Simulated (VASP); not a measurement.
# B3HN3 in VASP: single point with PBE+D3(BJ)

Aim: the single point of B3HN3 with PBE+D3(BJ).

Everything below comes from runs of VASP 6.6.1. Logs are shortened: lines on timing, memory, paths and dates and some standing lists are left out, and cuts for length are marked.

### 1 The cell of the first run

The cell holds a slab with vacuum, 7 atoms: a = 2.506 Å, b = 2.506 Å, c = 25.617 Å, α = 90.00°, β = 90.00°, γ = 120.00°.

### 2 Single point, PBE+D3(BJ), collinear spin, ferromagnetic start

The input, INCAR:

```
SYSTEM = B3HN3
PREC = Accurate
ENCUT = 520
EDIFF = 1E-6
ISMEAR = 0
SIGMA = 0.05
LREAL = .FALSE.
LASPH = .TRUE.
NELM = 150
ALGO = Normal
ISIF = 2
LWAVE = .FALSE.
LCHARG = .FALSE.
ISPIN = 2
MAGMOM = 0 0 0 0 0 0 1
LORBIT = 11
LDIPOL = .TRUE.
IDIPOL = 3
DIPOL = 0.5 0.5 0.493
GGA = PE
IVDW = 12
NBANDS = 26
```

The input, KPOINTS:

```
Automatic mesh
0
G
  12 12 1
  0 0 0
```

The input, POSCAR:

```
B3HN3
1.0
    2.5064381600      0.0000000000      0.0000000000
   -1.2532190800      2.1706391196      0.0000000000
    0.0000000000      0.0000000000     25.6168458209
B N H
3 3 1
Direct
    0.3333333333      0.6666666667      0.3318129039
    0.6666666667      0.3333333333      0.4609631878
    0.3333333333      0.6666666667      0.5901134717
    0.6666666667      0.3333333333      0.3318129039
    0.3333333333      0.6666666667      0.4609631878
    0.6666666667      0.3333333333      0.5901134717
    0.6666666667      1.3333333333      0.6885575345
```

Potentials or basis: VASP PAW PBE potentials, release 64 (B, N, H).

On the command line:

```
$ cat potpaw_PBE.64/B/POTCAR potpaw_PBE.64/N/POTCAR potpaw_PBE.64/H/POTCAR > POTCAR
$ mpirun -np 1 vasp_std > vasp.out
```

OUTCAR:

```text
SYSTEM = B3HN3
   PREC = Accurate
   ENCUT = 520
   EDIFF = 1E-6
   ISMEAR = 0
   LREAL = .FALSE.
   LASPH = .TRUE.
   NELM = 150
   ISIF = 2
   ISPIN = 2
   LORBIT = 11
   GGA = PE
   IVDW = 12
 IVDW          = 12

 ion  position               nearest neighbor table
   1  0.333  0.667  0.332-   4 1.45   4 1.45   4 1.45
   2  0.667  0.333  0.461-   5 1.45   5 1.45   5 1.45
   3  0.333  0.667  0.590-   6 1.45   6 1.45   6 1.45
   4  0.667  0.333  0.332-   1 1.45   1 1.45   1 1.45
   5  0.333  0.667  0.461-   2 1.45   2 1.45   2 1.45
   6  0.667  0.333  0.590-   3 1.45   3 1.45   3 1.45
   7  0.667  0.333  0.689-

  LATTYP: Found a hexagonal cell.
 ALAT       =     2.5064381600
 C/A-ratio  =    10.2204180537

  Lattice vectors:

 A1 = (   2.5064381600,   0.0000000000,   0.0000000000)
 A2 = (  -1.2532190800,   2.1706391196,   0.0000000000)
 A3 = (   0.0000000000,   0.0000000000,  25.6168458209)

Analysis of symmetry for initial positions (statically):
=====================================================================
 Subroutine PRICEL returns:
 Original cell was already a primitive cell.

 Routine SETGRP: Setting up the symmetry group for a
 hexagonal supercell.

 Subroutine GETGRP returns: Found  6 space group operations
 (whereof  6 operations were pure point group operations)
 out of a pool of 24 trial point group operations.

The static configuration has the point symmetry C_3v.

Analysis of symmetry for dynamics (positions and initial velocities):
=====================================================================
 Subroutine PRICEL returns:
 Original cell was already a primitive cell.

 Routine SETGRP: Setting up the symmetry group for a
 hexagonal supercell.

 Subroutine GETGRP returns: Found  6 space group operations
 (whereof  6 operations were pure point group operations)
 out of a pool of 24 trial point group operations.

The dynamic configuration has the point symmetry C_3v.

Analysis of structural, dynamic, and magnetic symmetry:
=====================================================================
 Subroutine PRICEL returns:
 Original cell was already a primitive cell.

 Routine SETGRP: Setting up the symmetry group for a
 hexagonal supercell.

 Subroutine GETGRP returns: Found  6 space group operations
 (whereof  6 operations were pure point group operations)
 out of a pool of 24 trial point group operations.

The overall configuration has the point symmetry C_3v.

 Subroutine INISYM returns: Found  6 space group operations
 (whereof  6 operations are pure point group operations),
 and found     1 'primitive' translations

----------------------------------------------------------------------------------------

                                     Primitive cell

  volume of cell :     139.3703

  direct lattice vectors                    reciprocal lattice vectors
     2.506438160  0.000000000  0.000000000     0.398972540  0.230346904  0.000000000
    -1.253219080  2.170639120  0.000000000     0.000000000  0.460693807  0.000000000
     0.000000000  0.000000000 25.616845821     0.000000000  0.000000000  0.039036812

  length of vectors
     2.506438160  2.506438160 25.616845821     0.460693807  0.460693807  0.039036812

  position of ions in fractional coordinates (direct lattice)
     0.333333333  0.666666667  0.331812904
     0.666666667  0.333333333  0.460963188
     0.333333333  0.666666667  0.590113472
     0.666666667  0.333333333  0.331812904
     0.333333333  0.666666667  0.460963188
     0.666666667  0.333333333  0.590113472
     0.666666667  0.333333333  0.688557534

  ion indices of the primitive-cell ions
   primitive index   ion index
                 1           1
                 2           2
                 3           3
                 4           4
                 5           5
                 6           6
                 7           7

----------------------------------------------------------------------------------------

 KPOINTS: Automatic mesh

Automatic generation of k-mesh.
 Grid dimensions read from file:
 generate k-points for:   12   12    1

 Generating k-lattice:

  Cartesian coordinates                     Fractional coordinates (reciprocal lattice)
     0.033247712  0.019195575  0.000000000     0.083333333  0.000000000  0.000000000
     0.000000000  0.038391151  0.000000000     0.000000000  0.083333333  0.000000000
     0.000000000  0.000000000  0.039036812     0.000000000  0.000000000  1.000000000

  Length of vectors
     0.038391151  0.038391151  0.039036812

  Shift w.r.t. Gamma in fractional coordinates (k-lattice)
     0.000000000  0.000000000  0.000000000

 Subroutine IBZKPT returns following result:
 ===========================================

 Found     19 irreducible k-points:

 Following reciprocal coordinates:
            Coordinates               Weight
  0.000000  0.000000  0.000000      1.000000
  0.083333  0.000000  0.000000      6.000000
  0.166667  0.000000  0.000000      6.000000
  0.250000  0.000000  0.000000      6.000000
  0.333333  0.000000  0.000000      6.000000
  0.416667  0.000000  0.000000      6.000000
[... 11 lines left out ...]
  0.333333  0.250000  0.000000     12.000000
  0.333333  0.333333  0.000000      2.000000
   k-points           NKPTS =     19   k-points in BZ     NKDIM =     19   number of bands    NBANDS=     26
   number of dos      NEDOS =    301   number of ions     NIONS =      7
   total plane-waves  NPLWV =  76800
   dimension x,y,z NGX =    20 NGY =   20 NGZ =  192
   dimension x,y,z NGXF=    40 NGYF=   40 NGZF=  384
   ions per type =               3   3   1
   NGX,Y,Z   is equivalent  to a cutoff of  13.27, 13.27, 12.46 a.u.
   NGXF,Y,Z  is equivalent  to a cutoff of  26.53, 26.53, 24.92 a.u.
 SYSTEM =  B3HN3
   PREC   = accura    normal or accurate (medium, high low for compatibility)
   ISTART =      0    job   : 0-new  1-cont  2-samecut
   ICHARG =      2    charge: 1-file 2-atom 10-const
   ISPIN  =      2    spin polarized calculation?
   LNONCOLLINEAR =      F non collinear calculations
   LSORBIT =      F    spin-orbit coupling
   LASPH  =      T    aspherical Exc in radial PAW
   ENCUT  =  520.0 eV  38.22 Ry    6.18 a.u.   4.66  4.66 47.63*2*pi/ulx,y,z
   NELM   =    150;   NELMIN=  2; NELMDL= -5     # of ELM steps
   EDIFF  = 0.1E-05   stopping-criterion for ELM
   LREAL  =      F    real-space projection
   EDIFFG = 0.1E-04   stopping-criterion for IOM
   NSW    =      0    number of steps for IOM
   IBRION =     -1    ionic relax: 0-MD 1-quasi-New 2-CG
   NFREE  =      0    steps in history (QN), initial steepest desc. (CG)
   ISIF   =      2    stress and relaxation
   ISYM   =      2    0-nonsym 1-usesym 2-fastsym
   POTIM  = 0.5000    time-step for ionic-motion
   TEBEG  =    0.0;   TEEND  =   0.0 temperature during run
   PSTRESS=    0.0 pullay stress
   NELECT =      25.0000    total number of electrons
   NUPDOWN=      -1.0000    fix difference up-down
   EMIN   =  10.00;   EMAX   =-10.00  energy-range for DOS
   EFERMI =   0.00;   METHOD = LEGACY
   ISMEAR =     0;   SIGMA  =   0.05  broadening in eV -4-tet -1-fermi 0-gaus
   EFERMI_NEDOS =   21; number of points for ismear=-14 and -15
   IALGO  =     38    algorithm
   IMIX   =      4    mixing-type and parameters
     AMIX     =   0.40;   BMIX     =  1.00
     AMIX_MAG =   1.60;   BMIX_MAG =  1.00
  volume/ion in A,a.u.               =      19.91       134.36
  Fermi-wavevector in a.u.,A,eV,Ry     =   0.923276  1.744738 11.598124  0.852438
  Thomas-Fermi vector in A             =   2.048895
   LORBIT       =     11    0 simple, 1 ext, 2 COOP (PROOUT), +10 PAW based schemes
   GGA     = PE    functional components
   LHFCALC =     F    Hartree Fock is set to
   AEXX    =    0.0000 exact exchange contribution
   IVDW    =    12    specifies the selected vdW correction
   LEPSILON=     F    determine dielectric tensor
   LRPA    =     F    only Hartree local field effects (RPA)
 spin polarized calculation
 Gauss-broadening in eV      SIGMA  =   0.05
  energy-cutoff  :      520.00
  volume of cell :      139.37
 maximum number of plane-waves:      3791
 NGX is ok and might be reduce to    20
   NGX =  9   NGY =  9   NGZ = 95

 dipolmoment           0.000000      0.000000     -0.001664 electrons x Angstroem

 number of electron      25.0000000 magnetization       0.9999840

 dipolmoment           0.000000      0.000000      0.023081 electrons x Angstroem

 Free energy of the ion-electron system (eV)
  ---------------------------------------------------
  ext. energy  EPLUGINS =         0.00000000
  ---------------------------------------------------
  free energy    TOTEN  =       -53.63852314 eV

  energy without entropy =      -53.63852076  energy(sigma->0) =      -53.63852195

 E-fermi :  -1.3119     XC(G=0):  -4.6183

 val. band max:       -1.4244653276   @ k =   0.3333   0.3333   0.0000
 cond. band min:      -1.2065321201   @ k =   0.0000   0.0000   0.0000
 fundamental gap:      0.2179332074
 Fermi energy:        -1.3118514386

 spin component 1

 k-point     1 :       0.0000    0.0000    0.0000
  band No.  band energies     occupation
      1     -20.5448      1.00000
      2     -20.4370      1.00000
      3     -20.3279      1.00000
      4      -8.8389      1.00000
      5      -8.2357      1.00000
      6      -7.3676      1.00000
[... 16 lines left out ...]
     23       8.7434      0.00000
     24       8.7434      0.00000

 k-point     2 :       0.0833    0.0000    0.0000
  band No.  band energies     occupation
      1     -20.4098      1.00000
      2     -20.3035      1.00000
      3     -20.1961      1.00000
      4      -8.6543      1.00000
      5      -8.0560      1.00000
      6      -7.1955      1.00000
[... 451 lines left out ...]
 k-point    19 :       0.3333    0.3333    0.0000
  band No.  band energies     occupation
      1     -16.7988      1.00000
      2     -16.7761      1.00000
      3     -16.7599      1.00000
      4     -10.7320      1.00000
      5     -10.6696      1.00000
      6     -10.6127      1.00000
[... 16 lines left out ...]
     23      11.2748      0.00000
     24      11.6680      0.00000
 Fermi energy:        -1.3118514386

 spin component 2

 k-point     1 :       0.0000    0.0000    0.0000
  band No.  band energies     occupation
      1     -20.5357      1.00000
      2     -20.4214      1.00000
      3     -20.3207      1.00000
      4      -8.7562      1.00000
      5      -8.0720      1.00000
      6      -7.2556      1.00000
[... 16 lines left out ...]
     23       8.7446      0.00000
     24       8.7959      0.00000

 k-point     2 :       0.0833    0.0000    0.0000
  band No.  band energies     occupation
      1     -20.4006      1.00000
      2     -20.2878      1.00000
      3     -20.1888      1.00000
      4      -8.5718      1.00000
      5      -7.8931      1.00000
      6      -7.0845      1.00000
[... 451 lines left out ...]
 k-point    19 :       0.3333    0.3333    0.0000
  band No.  band energies     occupation
      1     -16.7750      1.00000
      2     -16.7599      1.00000
      3     -16.7539      1.00000
      4     -10.7282      1.00000
      5     -10.6631      1.00000
      6     -10.6099      1.00000
[... 16 lines left out ...]
     23      11.3978      0.00000
     24      12.8180      0.00000
 [bands above 24 left out]

------------------------ aborting loop because EDIFF is reached ----------------------------------------

 vacuum level on the upper side and lower side of the slab       (xc-potential included)         0.329        -0.443

 Edisp (eV)   -0.78992

 E8    (eV) :    -0.2329

  FORCE on cell =-STRESS in cart. coord.  units (eV):
  Direction    XX          YY          ZZ          XY          YZ          ZX
  --------------------------------------------------------------------------------------
  -------------------------------------------------------------------------------------
  Total       0.66577     0.66577     0.32548     0.00000    -0.00000     0.00000
  in kB       7.65353     7.65353     3.74170     0.00000    -0.00000     0.00000
  external pressure =        6.35 kB  Pullay stress =        0.00 kB

 VOLUME and BASIS-vectors are now :
 -----------------------------------------------------------------------------
  energy-cutoff  :      520.00
  volume of cell :      139.37
      direct lattice vectors                 reciprocal lattice vectors
     2.506438160  0.000000000  0.000000000     0.398972540  0.230346904  0.000000000
    -1.253219080  2.170639120  0.000000000     0.000000000  0.460693807  0.000000000
     0.000000000  0.000000000 25.616845821     0.000000000  0.000000000  0.039036812

 POSITION                                       TOTAL-FORCE (eV/Angst)
 -----------------------------------------------------------------------------------
     -0.00000      1.44709      8.50000        -0.000000      0.000000      0.020639
      1.25322      0.72355     11.80842         0.000000     -0.000000      0.004721
     -0.00000      1.44709     15.11685        -0.000000      0.000000      0.017167
      1.25322      0.72355      8.50000         0.000000      0.000000     -0.029351
     -0.00000      1.44709     11.80842         0.000000      0.000000     -0.000652
      1.25322      0.72355     15.11685        -0.000000      0.000000     -0.151041
      1.25322      0.72355     17.63867         0.000000      0.000000      0.138517
 -----------------------------------------------------------------------------------
    total drift:                               -0.000000      0.000000      0.000044

  FREE ENERGIE OF THE ION-ELECTRON SYSTEM (eV)
  ---------------------------------------------------
  free  energy   TOTEN  =       -54.4284441703 eV

  energy  without entropy=      -54.4284417839  energy(sigma->0) =      -54.42844298

 vacuum level on the upper side and lower side of the slab         3.726         2.992

 total charge

# of ion       s       p       d       tot
------------------------------------------
    1        0.743   1.423   0.000   2.166
    2        0.743   1.422   0.000   2.165
    3        0.743   1.421   0.000   2.164
    4        1.225   2.794   0.000   4.019
    5        1.225   2.796   0.000   4.021
    6        1.226   2.793   0.000   4.019
    7        0.398   0.001   0.000   0.399
--------------------------------------------------
tot          6.305  12.649   0.000  18.954

 magnetization (x)

# of ion       s       p       d       tot
------------------------------------------
    1        0.000   0.000   0.000   0.000
    2       -0.000   0.000   0.000   0.000
    3       -0.000   0.001   0.000   0.000
    4        0.000   0.000   0.000   0.000
    5        0.000   0.001   0.000   0.001
    6        0.003   0.024   0.000   0.027
    7        0.392   0.001   0.000   0.393
--------------------------------------------------
tot          0.394   0.026   0.000   0.421
```

It took 8.4 min on 1 thread of AMD EPYC 7R13, shared host; peak memory 0.33 GiB.

What came out:

| Item | Value |
| --- | --- |
| Free energy | -54.4284 eV |
| Largest force | 0.151 eV/Å |
| Net moment | 1.00 μB per cell |
| Site moments | B +0.00; N +0.00, +0.03; H +0.39 μB |
| Valence electrons inside the program's atomic spheres | B 2.17, 2.16; N 4.02; H 0.40 |
| Dispersion energy per atom | -0.113 eV |

Forces on the atoms (eV/Å):
```
B    0.000  0.000  0.021
B    0.000  0.000  0.005
B    0.000  0.000  0.017
N    0.000  0.000 -0.029
N    0.000  0.000 -0.001
N    0.000  0.000 -0.151
H    0.000  0.000  0.139
```

Levels at points of the mesh, in eV from the Fermi level:
Spin up:
| k point | band 9 | band 10 | band 11 | band 12 | band 13 | band 14 | band 15 | band 16 | band 17 | band 18 |
| --- | --- | --- | --- | --- | --- | --- | --- | --- | --- | --- |
| (0.00, 0.00, 0.00) | -2.82 | -2.81 | -2.81 | -2.79 | -2.79 | 3.53 | 4.30 | 4.88 | 5.06 | 6.24 |
| (0.50, 0.00, 0.00) | -5.57 | -2.89 | -2.54 | -2.10 | -0.76 | 2.85 | 3.23 | 3.83 | 7.76 | 8.22 |
Spin down:
| k point | band 8 | band 9 | band 10 | band 11 | band 12 | band 13 | band 14 | band 15 | band 16 | band 17 |
| --- | --- | --- | --- | --- | --- | --- | --- | --- | --- | --- |
| (0.00, 0.00, 0.00) | -2.81 | -2.79 | -2.79 | -2.78 | -2.78 | 0.11 | 3.54 | 4.73 | 5.21 | 5.58 |
| (0.50, 0.00, 0.00) | -5.58 | -5.56 | -2.77 | -2.39 | -2.04 | 2.86 | 3.25 | 3.84 | 5.57 | 8.17 |
